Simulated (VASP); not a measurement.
# NiGe (Fd-3m) in VASP: further runs, part 2 of 2

VASP 6.6.1. Earlier steps stand in the parts before.

**3. Single point, PBE**

This run uses another cell than the first one, of 13.76 Å³/atom.

Contents of INCAR:

```
  ALGO = Normal
  EDIFF = 1E-6
  ENCUT = 520
  GGA = PE
  ISIF = 2
  ISMEAR = 0
  LASPH = True
  LCHARG = True
  LELF = True
  LREAL = False
  LVHAR = True
  LWAVE = False
  NBANDS = 32
  NELM = 100
  PREC = Accurate
  SIGMA = 0.1
```

Contents of KPOINTS:

```
k-points
0
Gamma
  14 14 14
```

Contents of POSCAR:

```
NiGe
1.0
    0.0000000000      3.0193222079      3.0193222079
    3.0193222079      0.0000000000      3.0193222079
    3.0193222079      3.0193222079      0.0000000000
Ni Ge
2 2
Direct
    0.5000000000      0.5000000000      0.5000000000
    0.7500000000      0.7500000000      0.7500000000
    0.0000000000      0.0000000000      0.0000000000
    0.2500000000      0.2500000000      0.2500000000
```

Potentials or basis: VASP PAW PBE potentials, release 64 (Ni, Ge_d).

The run is started by

```sh
$ cat potpaw_PBE.64/Ni/POTCAR potpaw_PBE.64/Ge_d/POTCAR > POTCAR
$ mpirun -np 1 vasp_std > vasp.out
```

OUTCAR:

```text
EDIFF = 1E-6
   ENCUT = 520
   GGA = PE
   ISIF = 2
   ISMEAR = 0
   LASPH = True
   LREAL = False
   NELM = 100
   PREC = Accurate

 ion  position               nearest neighbor table
   1  0.500  0.500  0.500-   4 2.61   4 2.61   4 2.61   2 2.61   4 2.61   2 2.61   2 2.61   2 2.61

   2  0.750  0.750  0.750-   1 2.61   1 2.61   1 2.61   1 2.61   3 2.61   3 2.61   3 2.61   3 2.61

   3  0.000  0.000  0.000-   2 2.61   2 2.61   2 2.61   2 2.61   4 2.61   4 2.61   4 2.61   4 2.61

   4  0.250  0.250  0.250-   3 2.61   3 2.61   3 2.61   1 2.61   3 2.61   1 2.61   1 2.61   1 2.61

  LATTYP: Found a face centered cubic cell.
 ALAT       =     6.0386444158

  Lattice vectors:

 A1 = (   0.0000000000,   3.0193222079,   3.0193222079)
 A2 = (   3.0193222079,   0.0000000000,   3.0193222079)
 A3 = (   3.0193222079,   3.0193222079,   0.0000000000)

Analysis of symmetry for initial positions (statically):
=====================================================================
 Subroutine PRICEL returns:
 Original cell was already a primitive cell.

 Routine SETGRP: Setting up the symmetry group for a
 face centered cubic supercell.

 Subroutine GETGRP returns: Found 48 space group operations
 (whereof 24 operations were pure point group operations)
 out of a pool of 48 trial point group operations.

The static configuration has the point symmetry T_d .
 The point group associated with its full space group is O_h .

Analysis of symmetry for dynamics (positions and initial velocities):
=====================================================================
 Subroutine PRICEL returns:
 Original cell was already a primitive cell.

 Routine SETGRP: Setting up the symmetry group for a
 face centered cubic supercell.

 Subroutine GETGRP returns: Found 48 space group operations
 (whereof 24 operations were pure point group operations)
 out of a pool of 48 trial point group operations.

The dynamic configuration has the point symmetry T_d .
 The point group associated with its full space group is O_h .

 Subroutine INISYM returns: Found 48 space group operations
 (whereof 24 operations are pure point group operations),
 and found     1 'primitive' translations

----------------------------------------------------------------------------------------

                                     Primitive cell

  volume of cell :      55.0501

  direct lattice vectors                    reciprocal lattice vectors
     0.000000000  3.019322208  3.019322208    -0.165600080  0.165600080  0.165600080
     3.019322208  0.000000000  3.019322208     0.165600080 -0.165600080  0.165600080
     3.019322208  3.019322208  0.000000000     0.165600080  0.165600080 -0.165600080

  length of vectors
     4.269966416  4.269966416  4.269966416     0.286827753  0.286827753  0.286827753

  position of ions in fractional coordinates (direct lattice)
     0.500000000  0.500000000  0.500000000
     0.750000000  0.750000000  0.750000000
     0.000000000  0.000000000  0.000000000
     0.250000000  0.250000000  0.250000000

  ion indices of the primitive-cell ions
   primitive index   ion index
                 1           1
                 2           2
[... 24 lines left out ...]
 Subroutine IBZKPT returns following result:
 ===========================================

 Found    104 irreducible k-points:

 Following reciprocal coordinates:
            Coordinates               Weight
  0.000000  0.000000  0.000000      1.000000
  0.071429  0.000000  0.000000      8.000000
  0.142857  0.000000  0.000000      8.000000
  0.214286  0.000000  0.000000      8.000000
  0.285714  0.000000  0.000000      8.000000
  0.357143  0.000000  0.000000      8.000000
[... 16 lines left out ...]
  0.214286  0.142857  0.000000     24.000000
  0.285714  0.142857  0.000000     24.000000
 [... further k-points ...]
   k-points           NKPTS =    104   k-points in BZ     NKDIM =    104   number of bands    NBANDS=     32
   number of dos      NEDOS =    301   number of ions     NIONS =      4
   total plane-waves  NPLWV =  32768
   dimension x,y,z NGX =    32 NGY =   32 NGZ =   32
   dimension x,y,z NGXF=    64 NGYF=   64 NGZF=   64
   ions per type =               2   2
   NGX,Y,Z   is equivalent  to a cutoff of  12.46, 12.46, 12.46 a.u.
   NGXF,Y,Z  is equivalent  to a cutoff of  24.92, 24.92, 24.92 a.u.
 SYSTEM =  unknown system
   PREC   = accura    normal or accurate (medium, high low for compatibility)
   ISTART =      0    job   : 0-new  1-cont  2-samecut
   ICHARG =      2    charge: 1-file 2-atom 10-const
   ISPIN  =      1    spin polarized calculation?
   LNONCOLLINEAR =      F non collinear calculations
   LSORBIT =      F    spin-orbit coupling
   LASPH  =      T    aspherical Exc in radial PAW
   ENCUT  =  520.0 eV  38.22 Ry    6.18 a.u.   7.94  7.94  7.94*2*pi/ulx,y,z
   NELM   =    100;   NELMIN=  2; NELMDL= -5     # of ELM steps
   EDIFF  = 0.1E-05   stopping-criterion for ELM
   LREAL  =      F    real-space projection
   EDIFFG = 0.1E-04   stopping-criterion for IOM
   NSW    =      0    number of steps for IOM
   IBRION =     -1    ionic relax: 0-MD 1-quasi-New 2-CG
   NFREE  =      0    steps in history (QN), initial steepest desc. (CG)
   ISIF   =      2    stress and relaxation
   ISYM   =      2    0-nonsym 1-usesym 2-fastsym
   POTIM  = 0.5000    time-step for ionic-motion
   TEBEG  =    0.0;   TEEND  =   0.0 temperature during run
   PSTRESS=    0.0 pullay stress
   NELECT =      48.0000    total number of electrons
   NUPDOWN=      -1.0000    fix difference up-down
   EMIN   =  10.00;   EMAX   =-10.00  energy-range for DOS
   EFERMI =   0.00;   METHOD = LEGACY
   ISMEAR =     0;   SIGMA  =   0.10  broadening in eV -4-tet -1-fermi 0-gaus
   EFERMI_NEDOS =   21; number of points for ismear=-14 and -15
   IALGO  =     38    algorithm
   IMIX   =      4    mixing-type and parameters
     AMIX     =   0.40;   BMIX     =  1.00
     AMIX_MAG =   1.60;   BMIX_MAG =  1.00
  volume/ion in A,a.u.               =      13.76        92.87
  Fermi-wavevector in a.u.,A,eV,Ry     =   1.563997  2.955525 33.281009  2.446085
  Thomas-Fermi vector in A             =   2.666685
   LORBIT       =      0    0 simple, 1 ext, 2 COOP (PROOUT), +10 PAW based schemes
   GGA     = PE    functional components
   LHFCALC =     F    Hartree Fock is set to
   AEXX    =    0.0000 exact exchange contribution
   IVDW    =     0    specifies the selected vdW correction
   LEPSILON=     F    determine dielectric tensor
   LRPA    =     F    only Hartree local field effects (RPA)
 non-spin polarized calculation
 Gauss-broadening in eV      SIGMA  =   0.10
  energy-cutoff  :      520.00
  volume of cell :       55.05
 maximum number of plane-waves:      1524
   NGX = 15   NGY = 15   NGZ = 15

 number of electron      48.0000013 magnetization

 Free energy of the ion-electron system (eV)
  ---------------------------------------------------
  ext. energy  EPLUGINS =         0.00000000
  ---------------------------------------------------
  free energy    TOTEN  =       -19.31534048 eV

  energy without entropy =      -19.29901672  energy(sigma->0) =      -19.30717860

 E-fermi :   8.9598     XC(G=0): -12.4621

 val. band max:        8.9584457661   @ k =  -0.4286   0.3571   0.0000
 cond. band min:       8.9630443148   @ k =  -0.2143   0.2143   0.0000
 fundamental gap:      0.0045985486
 Fermi energy:         8.9597852210

 k-point     1 :       0.0000    0.0000    0.0000
  band No.  band energies     occupation
      1     -16.1997      2.00000
      2     -16.1997      2.00000
      3     -16.1997      2.00000
      4     -16.1701      2.00000
      5     -16.1701      2.00000
      6     -16.0507      2.00000
[... 829 lines left out ...]
     31      15.9998      0.00000
     32      16.7916      0.00000

 [... further k-points ...]

------------------------ aborting loop because EDIFF is reached ----------------------------------------

  FORCE on cell =-STRESS in cart. coord.  units (eV):
  Direction    XX          YY          ZZ          XY          YZ          ZX
  --------------------------------------------------------------------------------------
  -------------------------------------------------------------------------------------
  Total        0.0241039      0.0241039      0.0241039      0.0000000     -0.0000000     -0.0000000
  in kB        0.7015183      0.7015183      0.7015183      0.0000000     -0.0000000     -0.0000000
  external PRESSURE =       0.7015183 kB  Pullay stress =       0.0000000 kB

 VOLUME and BASIS-vectors are now :
 -----------------------------------------------------------------------------
  energy-cutoff  :      520.00
  volume of cell :       55.05
      direct lattice vectors                 reciprocal lattice vectors
     0.000000000  3.019322208  3.019322208    -0.165600080  0.165600080  0.165600080
     3.019322208  0.000000000  3.019322208     0.165600080 -0.165600080  0.165600080
     3.019322208  3.019322208  0.000000000     0.165600080  0.165600080 -0.165600080

 POSITION                                       TOTAL-FORCE (eV/Angst)
 -----------------------------------------------------------------------------------
      3.01932      3.01932      3.01932        -0.000000     -0.000000     -0.000000
      4.52898      4.52898      4.52898         0.000000      0.000000      0.000000
      0.00000      0.00000      0.00000         0.000000      0.000000      0.000000
      1.50966      1.50966      1.50966        -0.000000     -0.000000     -0.000000
 -----------------------------------------------------------------------------------
    total drift:                                0.000000     -0.000000      0.000000

  FREE ENERGIE OF THE ION-ELECTRON SYSTEM (eV)
  ---------------------------------------------------
  free  energy   TOTEN  =       -19.3153404810 eV

  energy  without entropy=      -19.2990167151  energy(sigma->0) =      -19.30717860
```

OSZICAR:

```text
N       E                     dE             d eps       ncg     rms          rms(c)
DAV:   1     0.370014195957E+03    0.37001E+03   -0.21748E+04  7928   0.393E+03
DAV:   2     0.371726441986E+02   -0.33284E+03   -0.31465E+03  6656   0.700E+02
DAV:   3    -0.188248927504E+02   -0.55998E+02   -0.54205E+02  7400   0.186E+02
DAV:   4    -0.210370497210E+02   -0.22122E+01   -0.22070E+01  7712   0.453E+01
DAV:   5    -0.210772450808E+02   -0.40195E-01   -0.40194E-01  7776   0.592E+00    0.135E+01
DAV:   6    -0.252993354328E+02   -0.42221E+01   -0.28141E+01  7448   0.711E+01    0.224E+01
DAV:   7    -0.193430436125E+02    0.59563E+01   -0.11906E+01  7392   0.512E+01    0.250E+00
DAV:   8    -0.193427480039E+02    0.29561E-03   -0.10802E+00  8184   0.896E+00    0.186E+00
DAV:   9    -0.193156756035E+02    0.27072E-01   -0.16567E-01  7608   0.435E+00    0.153E-01
DAV:  10    -0.193155460695E+02    0.12953E-03   -0.80748E-03  7512   0.121E+00    0.154E-01
DAV:  11    -0.193153313059E+02    0.21476E-03   -0.76835E-04  8384   0.425E-01    0.532E-02
DAV:  12    -0.193153451470E+02   -0.13841E-04   -0.82272E-05  8456   0.104E-01    0.191E-02
DAV:  13    -0.193153408193E+02    0.43276E-05   -0.61436E-06  7784   0.316E-02    0.489E-03
DAV:  14    -0.193153404810E+02    0.33835E-06   -0.10492E-06  3728   0.123E-02
   1 F= -.19315340E+02 E0= -.19307179E+02  d E =-.163238E-01
```

It took 2.6 min on 1 thread of Intel Xeon 8259CL, shared host; peak memory 0.29 GiB.

What came out:

- Free energy: -19.3153 eV
- Pressure: 0.1 GPa
- Band gap on the k mesh: zero (bands 24 and 25 overlap by 0.93 eV)

Levels at points of the mesh, in eV from the Fermi level:
| k point | band 21 | band 22 | band 23 | band 24 | band 25 | band 26 | band 27 | band 28 |
| --- | --- | --- | --- | --- | --- | --- | --- | --- |
| (0.00, 0.00, 0.00) | -0.97 | -0.97 | 0.28 | 0.28 | 0.28 | 1.59 | 2.16 | 2.16 |
| (0.50, 0.00, 0.00) | -1.27 | -1.27 | -0.82 | 0.54 | 0.54 | 0.95 | 0.95 | 3.75 |
| (0.50, 0.50, 0.00) | -1.27 | -1.27 | -1.25 | -1.25 | 0.08 | 0.08 | 6.81 | 6.81 |

Spin polarisation is off, so any magnetic state and its effect on volume and gap are missing.

**4. Relaxation of cell and atoms, PBE**

Contents of INCAR:

```
PREC = Accurate ; ENCUT = 600
EDIFF = 1E-7 ; ISMEAR = 0
SIGMA = 0.1 ; LREAL = False
LASPH = True ; NELM = 60
ALGO = Normal ; ISIF = 3
LWAVE = False ; LCHARG = False
GGA = PE ; IBRION = 2
NSW = 100 ; EDIFFG = -0.01
```

Contents of KPOINTS:

```
regular mesh
0
Gamma
  14 14 14
```

Contents of POSCAR:

```
NiGe
1.0
    0.0000000000      3.0297704298      3.0297704298
    3.0297704298      0.0000000000      3.0297704298
    3.0297704298      3.0297704298      0.0000000000
Ni Ge
2 2
Direct
    0.5000000000      0.5000000000      0.5000000000
    0.7500000000      0.7500000000      0.7500000000
    0.0000000000      0.0000000000      0.0000000000
    0.2500000000      0.2500000000      0.2500000000
```

Potentials or basis: VASP PAW PBE potentials, release 64 (Ni, Ge_d).

The run is started by

```sh
$ cat potpaw_PBE.64/Ni/POTCAR potpaw_PBE.64/Ge_d/POTCAR > POTCAR
$ mpirun -np 1 vasp_std > vasp.out
```

OUTCAR:

```text
PREC = Accurate
   ENCUT = 600
   EDIFF = 1E-7
   ISMEAR = 0
   LREAL = False
   LASPH = True
   NELM = 60
   ISIF = 3
   GGA = PE
   IBRION = 2
   NSW = 100
   EDIFFG = -0.01

 ion  position               nearest neighbor table
   1  0.500  0.500  0.500-   2 2.62   4 2.62   4 2.62   4 2.62   4 2.62   2 2.62   2 2.62   2 2.62

   2  0.750  0.750  0.750-   1 2.62   3 2.62   1 2.62   1 2.62   1 2.62   3 2.62   3 2.62   3 2.62

   3  0.000  0.000  0.000-   2 2.62   4 2.62   2 2.62   2 2.62   2 2.62   4 2.62   4 2.62   4 2.62

   4  0.250  0.250  0.250-   1 2.62   3 2.62   3 2.62   3 2.62   3 2.62   1 2.62   1 2.62   1 2.62

  LATTYP: Found a face centered cubic cell.
 ALAT       =     6.0595408596

  Lattice vectors:

 A1 = (   0.0000000000,   3.0297704298,   3.0297704298)
 A2 = (   3.0297704298,   0.0000000000,   3.0297704298)
 A3 = (   3.0297704298,   3.0297704298,   0.0000000000)
[... 265 lines left out ...]
  free energy    TOTEN  =       -19.31529524 eV

  energy without entropy =      -19.29895901  energy(sigma->0) =      -19.30712713

 E-fermi :   8.9475     XC(G=0): -12.4571

 val. band max:        8.9456175805   @ k =  -0.4286   0.3571   0.0000
 cond. band min:       8.9513999844   @ k =  -0.2143   0.2143   0.0000
 fundamental gap:      0.0057824039
 Fermi energy:         8.9475116666

 k-point     1 :       0.0000    0.0000    0.0000
  band No.  band energies     occupation
      1     -16.2105      2.00000
      2     -16.2105      2.00000
      3     -16.2105      2.00000
      4     -16.1809      2.00000
      5     -16.1809      2.00000
      6     -16.0619      2.00000
[... 733 lines left out ...]
     27      11.0117      0.00000
     28      11.5328      0.00000

 [... further k-points ...]

------------------------ aborting loop because EDIFF is reached ----------------------------------------

  FORCE on cell =-STRESS in cart. coord.  units (eV):
  Direction    XX          YY          ZZ          XY          YZ          ZX
  --------------------------------------------------------------------------------------
  -------------------------------------------------------------------------------------
  Total        0.0056524      0.0056524      0.0056524     -0.0000000      0.0000000     -0.0000000
  in kB        0.1643608      0.1643608      0.1643608     -0.0000000      0.0000000     -0.0000000
  external PRESSURE =       0.1643608 kB  Pullay stress =       0.0000000 kB
[... 19 lines left out ...]
  FREE ENERGIE OF THE ION-ELECTRON SYSTEM (eV)
  ---------------------------------------------------
  free  energy   TOTEN  =       -19.3152952372 eV

  energy  without entropy=      -19.2989590141  energy(sigma->0) =      -19.30712713

 reached required accuracy - stopping structural energy minimisation
```

OSZICAR:

```text
N       E                     dE             d eps       ncg     rms          rms(c)
DAV:   1     0.393351500038E+03    0.39335E+03   -0.24788E+04  6200   0.488E+03
DAV:   2     0.411138390807E+02   -0.35224E+03   -0.34271E+03  5824   0.788E+02
DAV:   3    -0.180863111370E+02   -0.59200E+02   -0.57065E+02  5944   0.224E+02
[... 31 lines left out ...]
DAV:   5    -0.193153115131E+02    0.99767E-04   -0.40703E-04  7020   0.362E-01    0.316E-02
DAV:   6    -0.193152947926E+02    0.16720E-04   -0.53504E-05  6164   0.986E-02    0.101E-02
DAV:   7    -0.193152956168E+02   -0.82412E-06   -0.43783E-06  7108   0.327E-02    0.433E-03
DAV:   8    -0.193152952260E+02    0.39076E-06   -0.13317E-06  7008   0.205E-02    0.456E-04
DAV:   9    -0.193152952372E+02   -0.11163E-07   -0.31926E-08  3148   0.241E-03
   3 F= -.19315295E+02 E0= -.19307127E+02  d E =-.182211E-02
```

CONTCAR:

```text
NiGe
   1.00000000000000
     0.0000000000000000    3.0202178803043491    3.0202178803043491
     3.0202178803043491    0.0000000000000000    3.0202178803043491
     3.0202178803043491    3.0202178803043491   -0.0000000000000000
  Ni              Ge
     2     2
Direct
     0.5000000000000000    0.5000000000000000    0.5000000000000000
     0.7500000000000000    0.7500000000000000    0.7500000000000000
     0.0000000000000000    0.0000000000000000    0.0000000000000000
     0.2500000000000000    0.2500000000000000    0.2500000000000000

  0.00000000E+00  0.00000000E+00  0.00000000E+00
  0.00000000E+00  0.00000000E+00  0.00000000E+00
  0.00000000E+00  0.00000000E+00  0.00000000E+00
  0.00000000E+00  0.00000000E+00  0.00000000E+00
```

It took 8.9 min on 1 thread of Intel Xeon 8259CL, shared host; peak memory 0.34 GiB.

Results:

* Free energy: -19.3153 eV
* Relaxed volume: 13.77 Å³/atom
* Relaxed cell: a = 4.271 Å, b = 4.271 Å, c = 4.271 Å, α = 60.00°, β = 60.00°, γ = 60.00°
* Space group after relaxing (to 0.1 Å): Fd-3m (No. 227)
* Energy gained by relaxing: 0.5 meV/atom
* Ionic steps: 3
* Pressure after relaxing: 0.0 GPa
* Band gap on the k mesh: zero (bands 24 and 25 overlap by 0.93 eV)

The path:
```csv
step,energy change (eV),largest force (eV/Å),pressure (GPa),volume (Å³)
1,0.0000,0.0000,-1.10,55.62
2,-0.0014,0.0000,0.50,54.86
3,-0.0018,0.0000,0.02,55.10
```

Final structure:
```cif
data_structure
_symmetry_space_group_name_H-M 'P 1'
_symmetry_Int_Tables_number 1
_cell_length_a 4.2712
_cell_length_b 4.2712
_cell_length_c 4.2712
_cell_angle_alpha 60.000
_cell_angle_beta 60.000
_cell_angle_gamma 60.000
_cell_volume 55.10
loop_
_atom_site_label
_atom_site_type_symbol
_atom_site_fract_x
_atom_site_fract_y
_atom_site_fract_z
_atom_site_occupancy
Ni1 Ni 0.50000 0.50000 0.50000 1
Ni2 Ni 0.75000 0.75000 0.75000 1
Ge1 Ge 0.00000 0.00000 0.00000 1
Ge2 Ge 0.25000 0.25000 0.25000 1
```

Spin polarisation is off, so any magnetic state and its effect on volume and gap are missing.
